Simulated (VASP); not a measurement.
# SbS (R-3m) in VASP: further runs

Runs on SbS. Level: r2SCAN. Tasks: single point.

Program: VASP 6.6.1. These are calculated values, not measurements. Logs are shortened: lines on timing, memory, paths and dates and some standing lists are left out, and cuts for length are marked.

### 1 The cell of the first run

Symmetry: R-3m, No. 166, trigonal system. The conventional cell has a = 3.670 Å, b = 3.670 Å, c = 11.651 Å, α = 90.00°, β = 90.00°, γ = 120.00°. Sb (site symmetry -3m) has 6 S at 2.87 Å and 6 Sb at 3.67 Å within 3.8 Å. S (site symmetry -3m) has 6 Sb at 2.87 Å and 6 S at 3.67 Å within 3.8 Å.

### 2 Single point, r2SCAN

POSCAR

```
SbS
1.0
    1.8349141640      1.0593881865      3.8837378784
   -1.8349141640      1.0593881865      3.8837378784
    0.0000000000     -2.1187763731      3.8837378784
Sb S
1 1
Direct
    0.0000000000      0.0000000000      0.0000000000
    0.5000000000      0.5000000000      0.5000000000
```

INCAR.step1

```
SYSTEM = SbS
PREC = Accurate
ENCUT = 520
ISMEAR = 0
SIGMA = 0.1
LREAL = .False.
LASPH = .True.
NELM = 100
NBANDS = 12
GGA = PE
ALGO = Normal
EDIFF = 1E-4
LWAVE = .True.
LCHARG = .False.
```

INCAR.step2

```
SYSTEM = SbS
PREC = Accurate
ENCUT = 520
EDIFF = 1E-6
ISMEAR = 0
SIGMA = 0.1
LREAL = .False.
LASPH = .True.
NELM = 100
ALGO = Normal
ISIF = 2
LWAVE = .False.
LCHARG = .False.
METAGGA = R2SCAN
LMIXTAU = .True.
NBANDS = 12
ISTART = 1
```

KPOINTS

```
Automatic mesh
0
Gamma
  6 6 6
  0 0 0
```

Potentials or basis: VASP PAW PBE potentials, release 64 (Sb, S).

Launch:

```bash
cat potpaw_PBE.64/Sb/POTCAR potpaw_PBE.64/S/POTCAR > POTCAR
cp INCAR.step1 INCAR
mpirun -np 1 vasp_std > vasp.out
cp INCAR.step2 INCAR
mpirun -np 1 vasp_std > vasp.out
```

OUTCAR:

```text
SYSTEM = SbS
   PREC = Accurate
   ENCUT = 520
   EDIFF = 1E-6
   ISMEAR = 0
   LREAL = .False.
   LASPH = .True.
   NELM = 100
   ISIF = 2
   METAGGA = R2SCAN
   ISTART = 1

 ion  position               nearest neighbor table
   1  0.000  0.000  0.000-   2 2.87   2 2.87   2 2.87   2 2.87   2 2.87   2 2.87
   2  0.500  0.500  0.500-   1 2.87   1 2.87   1 2.87   1 2.87   1 2.87   1 2.87

  LATTYP: Found a trigonal (rhomboedric) cell.
 ALAT       =     4.4240968826
 COS(alpha) =     0.6559573819

  Lattice vectors:

 A1 = (   1.8349141640,   1.0593881865,   3.8837378784)
 A2 = (  -1.8349141640,   1.0593881865,   3.8837378784)
 A3 = (   0.0000000000,  -2.1187763731,   3.8837378784)

Analysis of symmetry for initial positions (statically):
=====================================================================
 Subroutine PRICEL returns:
 Original cell was already a primitive cell.

 Routine SETGRP: Setting up the symmetry group for a
 trigonal (rhombohedral) supercell.

 Subroutine GETGRP returns: Found 12 space group operations
 (whereof 12 operations were pure point group operations)
 out of a pool of 12 trial point group operations.

The static configuration has the point symmetry D_3d.

Analysis of symmetry for dynamics (positions and initial velocities):
=====================================================================
 Subroutine PRICEL returns:
 Original cell was already a primitive cell.

 Routine SETGRP: Setting up the symmetry group for a
 trigonal (rhombohedral) supercell.

 Subroutine GETGRP returns: Found 12 space group operations
 (whereof 12 operations were pure point group operations)
 out of a pool of 12 trial point group operations.

The dynamic configuration has the point symmetry D_3d.

 Subroutine INISYM returns: Found 12 space group operations
 (whereof 12 operations are pure point group operations),
 and found     1 'primitive' translations

----------------------------------------------------------------------------------------

                                     Primitive cell

  volume of cell :      45.2973

  direct lattice vectors                    reciprocal lattice vectors
     1.834914164  1.059388187  3.883737878     0.272492310  0.157323509  0.085827969
    -1.834914164  1.059388187  3.883737878    -0.272492310  0.157323509  0.085827969
     0.000000000 -2.118776373  3.883737878     0.000000000 -0.314647018  0.085827969

  length of vectors
     4.424096883  4.424096883  4.424096883     0.326142892  0.326142892  0.326142892

  position of ions in fractional coordinates (direct lattice)
     0.000000000  0.000000000  0.000000000
     0.500000000  0.500000000  0.500000000

  ion indices of the primitive-cell ions
   primitive index   ion index
                 1           1
                 2           2

----------------------------------------------------------------------------------------

 KPOINTS: Automatic mesh

Automatic generation of k-mesh.
 Grid dimensions read from file:
 generate k-points for:    6    6    6

 Generating k-lattice:

  Cartesian coordinates                     Fractional coordinates (reciprocal lattice)
     0.045415385  0.026220585  0.014304661     0.166666667  0.000000000 -0.000000000
    -0.045415385  0.026220585  0.014304661     0.000000000  0.166666667 -0.000000000
     0.000000000 -0.052441170  0.014304661     0.000000000  0.000000000  0.166666667

  Length of vectors
     0.054357149  0.054357149  0.054357149

  Shift w.r.t. Gamma in fractional coordinates (k-lattice)
     0.000000000  0.000000000  0.000000000

 Subroutine IBZKPT returns following result:
 ===========================================

 Found     32 irreducible k-points:

 Following reciprocal coordinates:
            Coordinates               Weight
  0.000000  0.000000  0.000000      1.000000
  0.166667 -0.000000 -0.000000      6.000000
  0.333333 -0.000000 -0.000000      6.000000
  0.500000  0.000000 -0.000000      3.000000
  0.166667  0.166667 -0.000000      6.000000
  0.333333  0.166667 -0.000000     12.000000
[... 16 lines left out ...]
  0.500000  0.500000  0.166667      6.000000
 -0.333333  0.500000  0.166667     12.000000
 [... further k-points ...]
   k-points           NKPTS =     32   k-points in BZ     NKDIM =     32   number of bands    NBANDS=     12
   number of dos      NEDOS =    301   number of ions     NIONS =      2
   total plane-waves  NPLWV =  46656
   dimension x,y,z NGX =    36 NGY =   36 NGZ =   36
   dimension x,y,z NGXF=    72 NGYF=   72 NGZF=   72
   ions per type =               1   1
   NGX,Y,Z   is equivalent  to a cutoff of  13.53, 13.53, 13.53 a.u.
   NGXF,Y,Z  is equivalent  to a cutoff of  27.06, 27.06, 27.06 a.u.
 SYSTEM =  SbS
   PREC   = accura    normal or accurate (medium, high low for compatibility)
   ISTART =      1    job   : 0-new  1-cont  2-samecut
   ICHARG =      0    charge: 1-file 2-atom 10-const
   ISPIN  =      1    spin polarized calculation?
   LNONCOLLINEAR =      F non collinear calculations
   LSORBIT =      F    spin-orbit coupling
   LASPH  =      T    aspherical Exc in radial PAW
   ENCUT  =  520.0 eV  38.22 Ry    6.18 a.u.   8.23  8.23  8.23*2*pi/ulx,y,z
   NELM   =    100;   NELMIN=  2; NELMDL=  0     # of ELM steps
   EDIFF  = 0.1E-05   stopping-criterion for ELM
   LREAL  =      F    real-space projection
   EDIFFG = 0.1E-04   stopping-criterion for IOM
   NSW    =      0    number of steps for IOM
   IBRION =     -1    ionic relax: 0-MD 1-quasi-New 2-CG
   NFREE  =      0    steps in history (QN), initial steepest desc. (CG)
   ISIF   =      2    stress and relaxation
   ISYM   =      2    0-nonsym 1-usesym 2-fastsym
   POTIM  = 0.5000    time-step for ionic-motion
   TEBEG  =    0.0;   TEEND  =   0.0 temperature during run
   PSTRESS=    0.0 pullay stress
   NELECT =      11.0000    total number of electrons
   NUPDOWN=      -1.0000    fix difference up-down
   EMIN   =  10.00;   EMAX   =-10.00  energy-range for DOS
   EFERMI =   0.00;   METHOD = LEGACY
   ISMEAR =     0;   SIGMA  =   0.10  broadening in eV -4-tet -1-fermi 0-gaus
   EFERMI_NEDOS =   21; number of points for ismear=-14 and -15
   IALGO  =     38    algorithm
   IMIX   =      4    mixing-type and parameters
     AMIX     =   0.40;   BMIX     =  1.00
     AMIX_MAG =   1.60;   BMIX_MAG =  1.00
  volume/ion in A,a.u.               =      22.65       152.84
  Fermi-wavevector in a.u.,A,eV,Ry     =   1.021367  1.930103 14.193462  1.043190
  Thomas-Fermi vector in A             =   2.154987
   LORBIT       =      0    0 simple, 1 ext, 2 COOP (PROOUT), +10 PAW based schemes
   METAGGA = R2SCAN    functional components
   LHFCALC =     F    Hartree Fock is set to
   AEXX    =    0.0000 exact exchange contribution
   IVDW    =     0    specifies the selected vdW correction
   LEPSILON=     F    determine dielectric tensor
   LRPA    =     F    only Hartree local field effects (RPA)
 non-spin polarized calculation
 Gauss-broadening in eV      SIGMA  =   0.10
  energy-cutoff  :      520.00
  volume of cell :       45.30
 maximum number of plane-waves:      1232
 NGX is ok and might be reduce to    36
   NGX = 17   NGY = 17   NGZ = 17

 number of electron      11.0000000 magnetization

 Free energy of the ion-electron system (eV)
  ---------------------------------------------------
  ext. energy  EPLUGINS =         0.00000000
  ---------------------------------------------------
  free energy    TOTEN  =       -33.59730854 eV

  energy without entropy =      -33.59276482  energy(sigma->0) =      -33.59503668

 E-fermi :   7.5851     XC(G=0): -10.6824

 val. band max:        7.3921433895   @ k =  -0.3333   0.3333   0.1667
 cond. band min:       7.5959204003   @ k =   0.3333   0.1667  -0.0000
 fundamental gap:      0.2037770108
 Fermi energy:         7.5851196591

 k-point     1 :       0.0000    0.0000    0.0000
  band No.  band energies     occupation
      1      -8.1681      2.00000
      2       0.0542      2.00000
      3       2.3846      2.00000
      4       5.2535      2.00000
      5       5.2535      2.00000
      6      11.1992      0.00000
      7      11.1992      0.00000
      8      11.7866      0.00000
      9      12.3702      0.00000
     10      14.6270      0.00000
     11      14.6270      0.00000
     12      15.7556      0.00000

 k-point     2 :       0.1667   -0.0000   -0.0000
  band No.  band energies     occupation
      1      -7.8359      2.00000
      2      -0.5197      2.00000
      3       2.8456      2.00000
      4       4.8826      2.00000
      5       5.1530      2.00000
      6       9.2053      0.00000
      7       9.9490      0.00000
      8      10.4379      0.00000
      9      13.2091      0.00000
     10      14.2993      0.00000
     11      15.6149      0.00000
     12      17.4885      0.00000

 k-point     3 :       0.3333   -0.0000   -0.0000
  band No.  band energies     occupation
      1      -6.9649      2.00000
      2      -1.8361      2.00000
      3       3.3936      2.00000
      4       5.0167      2.00000
      5       5.0507      2.00000
      6       6.8324      2.00000
      7       8.4062      0.00000
      8       8.5513      0.00000
      9      13.3602      0.00000
     10      16.4340      0.00000
     11      17.9412      0.00000
     12      18.1352      0.00000

 k-point     4 :       0.5000    0.0000   -0.0000
  band No.  band energies     occupation
      1      -6.2994      2.00000
      2      -2.7457      2.00000
      3       3.7984      2.00000
      4       4.9853      2.00000
      5       4.9894      2.00000
      6       6.4767      2.00000
      7       7.3592      1.99860
      8       7.7945      0.00306
      9      14.6842      0.00000
     10      14.8354      0.00000
     11      19.8808      0.00000
     12      20.7614      0.00000

 k-point     5 :       0.1667    0.1667   -0.0000
  band No.  band energies     occupation
      1      -7.7672      2.00000
      2      -0.8186      2.00000
      3       2.8826      2.00000
      4       4.7959      2.00000
      5       5.4580      2.00000
      6       8.0044      0.00000
      7      10.9713      0.00000
      8      11.3998      0.00000
      9      12.6588      0.00000
     10      14.7704      0.00000
     11      16.1797      0.00000
     12      16.4453      0.00000
[... 228 lines left out ...]
      1      -6.0912      2.00000
      2      -2.2549      2.00000
      3       1.4982      2.00000
      4       2.4682      2.00000
      5       5.5337      2.00000
      6       7.3921      1.99365
      7       9.3531      0.00000
      8      11.3014      0.00000
      9      14.0611      0.00000
     10      16.2108      0.00000
     11      18.6381      0.00000
     12      19.2509      0.00000

 k-point    22 :      -0.1667    0.3333    0.1667
  band No.  band energies     occupation
      1      -6.3939      2.00000
      2      -1.7075      2.00000
      3       2.1833      2.00000
      4       2.7190      2.00000
      5       4.4608      2.00000
      6       7.3108      1.99990
      7       8.6787      0.00000
      8      11.3645      0.00000
      9      13.3538      0.00000
     10      17.5192      0.00000
     11      18.0410      0.00000
     12      19.8887      0.00000

 k-point    23 :       0.5000    0.5000    0.1667
  band No.  band energies     occupation
      1      -6.3825      2.00000
      2      -2.3661      2.00000
      3       1.6205      2.00000
      4       3.2368      2.00000
      5       3.9888      2.00000
      6      10.5127      0.00000
      7      11.0579      0.00000
      8      11.5181      0.00000
      9      12.3499      0.00000
     10      17.3215      0.00000
     11      17.3735      0.00000
     12      19.4530      0.00000

 k-point    24 :      -0.3333    0.5000    0.1667
  band No.  band energies     occupation
      1      -6.0467      2.00000
      2      -1.8511      2.00000
      3       0.9367      2.00000
      4       1.9819      2.00000
      5       4.5328      2.00000
      6       8.6732      0.00000
      7      10.5903      0.00000
      8      12.0722      0.00000
      9      13.2869      0.00000
     10      17.0596      0.00000
     11      17.3700      0.00000
     12      18.5468      0.00000

 [... further k-points ...]
[... 5 lines left out ...]
  --------------------------------------------------------------------------------------
  -------------------------------------------------------------------------------------
  Total       -0.0142106     -0.0142106     -0.0281391      0.0000000      0.0000000      0.0000000
  in kB       -0.5026343     -0.5026343     -0.9952863      0.0000000      0.0000000      0.0000000
  external PRESSURE =      -0.6668516 kB  Pullay stress =       0.0000000 kB

 VOLUME and BASIS-vectors are now :
 -----------------------------------------------------------------------------
  energy-cutoff  :      520.00
  volume of cell :       45.30
      direct lattice vectors                 reciprocal lattice vectors
     1.834914164  1.059388187  3.883737878     0.272492310  0.157323509  0.085827969
    -1.834914164  1.059388187  3.883737878    -0.272492310  0.157323509  0.085827969
     0.000000000 -2.118776373  3.883737878     0.000000000 -0.314647018  0.085827969

 POSITION                                       TOTAL-FORCE (eV/Angst)
 -----------------------------------------------------------------------------------
      0.00000      0.00000      0.00000        -0.000000     -0.000000      0.000000
      0.00000     -0.00000      5.82561         0.000000      0.000000     -0.000000
 -----------------------------------------------------------------------------------
    total drift:                                0.000000     -0.000000      0.000000

  FREE ENERGIE OF THE ION-ELECTRON SYSTEM (eV)
  ---------------------------------------------------
  free  energy   TOTEN  =       -33.5973085425 eV

  energy  without entropy=      -33.5927648182  energy(sigma->0) =      -33.59503668
```

Wall time 2.3 min (1 thread of AMD EPYC 7R13, shared host); peak memory 0.19 GiB.

What came out:

```
Free energy            : -33.5973 eV
Pressure               : -0.1 GPa
Band gap on the k mesh : zero (an odd number of electrons rules out a gap without spin polarisation)
```

Levels at points of the mesh, in eV from the Fermi level:
```tsv
k point	band 2	band 3	band 4	band 5	band 6	band 7	band 8	band 9
(0.00, 0.00, 0.00)	-7.53	-5.20	-2.33	-2.33	3.61	3.61	4.20	4.79
(0.50, 0.00, 0.00)	-10.33	-3.79	-2.60	-2.60	-1.11	-0.23	0.21	7.10
(0.50, 0.50, 0.00)	-8.63	-7.15	-5.83	-3.94	3.07	3.14	3.87	5.40
(0.50, 0.50, 0.50)	-11.79	-2.03	-2.03	0.45	0.71	1.57	1.57	8.21
```

Caveat: the PAW data sets were made with another functional, which shifts forces and pressure a little; spin-orbit coupling is left out, which moves the levels of the heavy elements.

(Part 1 of 2 ends here.)

The gap in the log of VASP goes by the Fermi energy; the results here count the filled bands.